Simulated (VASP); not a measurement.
Write the native input for VASP 6.6.1 that does the following.

* Task: single point
* Functional: PBEsol
* Potentials or basis: VASP PAW PBE potentials, release 64 (Sb)
* Cutoff: 500 eV
* k mesh: 8 × 8 × 8
* Occupations: fermi-dirac, width 0.05 eV
* Spin: no spin polarisation
* Dipole correction: no
* Further INCAR settings: ALGO = Normal; EDIFF = 1e-06; NBANDS = 12

The structure of Sb lies in POSCAR:

```
Sb
1.0
    2.1111160000      1.2188533909      3.7580000000
   -2.1111160000      1.2188533909      3.7580000000
    0.0000000000     -2.4377067818      3.7580000000
Sb
2
Direct
    0.7665100000      0.7665100000      0.7665100000
    0.2334900000      0.2334900000      0.2334900000
```

These files were run (other wordings do the same):

INCAR

```
SYSTEM = Sb
PREC = Accurate ; ENCUT = 500
EDIFF = 1E-6 ; ISMEAR = -1
SIGMA = 0.05 ; LREAL = .False.
LASPH = .True. ; NELM = 120
ALGO = Normal ; ISIF = 2
LWAVE = .False. ; LCHARG = .False.
GGA = PS ; NBANDS = 12
GGA_COMPAT = .False.
```

KPOINTS

```
Automatic mesh
0
Gamma
  8 8 8
  0 0 0
```

Potentials or basis: VASP PAW PBE potentials, release 64 (Sb).

Run with:

```console
$ cat potpaw_PBE.64/Sb/POTCAR > POTCAR
$ mpirun -np 1 vasp_std > vasp.out
```

It gave:

```yaml
Pressure: 3.0 GPa
Largest_force: 0.398 eV/Å
Band_gap_on_the_k_mesh: zero (band 5 reaches 7.82 eV, above the bottom of band 6 at 7.44 eV)
```

Caveat: the PAW data sets were made with another functional, which shifts forces and pressure a little; spin-orbit coupling is left out, which moves the levels of the heavy elements.

Wall time 62 s on 1 thread of AMD EPYC 7R13 Processor (Zen 3), with other jobs on the host, peak memory 0.18 GiB.
